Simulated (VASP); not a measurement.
Wanted: the native input for a VASP 6.6.1 run.

| Quantity | Value |
| --- | --- |
| Task | single point |
| Functional | PBE |
| Potentials or basis | VASP PAW PBE potentials, release 64 (La, O) |
| Cutoff | 520 eV |
| k mesh | 12 × 12 × 4 |
| Occupations | fermi-dirac, width 0.02 eV |
| Spin | no spin polarisation |
| Dipole correction | no |
| Further INCAR settings | ALGO = Normal; EDIFF = 1e-06; NBANDS = 28 |

The structure of La2O3 lies in POSCAR:

```
La2O3
1.0
    3.8678113046      0.0000000000      0.0000000000
   -1.9339056523      3.3496228469      0.0000000000
    0.0000000000      0.0000000000      6.0214686761
La O
2 3
Direct
    0.6666666667      0.3333333333      0.7568345435
    0.3333333333      0.6666666667      0.2431654565
    0.6666666667      0.3333333333      0.3537141663
    0.3333333333      0.6666666667      0.6462858337
    0.0000000000      0.0000000000      0.0000000000
```

This cell differs from its parent crystal: strain -1.7%.

One way to write it, as run:

INCAR

```
ALGO = Normal
EDIFF = 1E-6
ENCUT = 520
GGA = PE
ISIF = 2
ISMEAR = -1
LASPH = True
LCHARG = False
LREAL = False
LWAVE = False
NBANDS = 28
NELM = 60
PREC = Accurate
SIGMA = 0.02
```

KPOINTS

```
k-points
0
Gamma
  12 12 4
```

Potentials or basis: VASP PAW PBE potentials, release 64 (La, O).

Launch:

```bash
$ cat potpaw_PBE.64/La/POTCAR potpaw_PBE.64/O/POTCAR > POTCAR
$ mpirun -np 1 vasp_std > vasp.out
```

Results of the run:

```yaml
Pressure: 8.2 GPa
Largest_force: 0.045 eV/Å
Band_gap_on_the_k_mesh: 3.88 eV (least direct gap 3.97 eV)
```

Caveat: the cell differs from its parent crystal (strain -1.7%); the cell stands under pressure; spin-orbit coupling is left out, which moves the levels of the heavy elements.

Run time: 120 s on 1 thread of AMD EPYC 9R45 (Zen 5), on a shared host, peak memory 0.26 GiB.
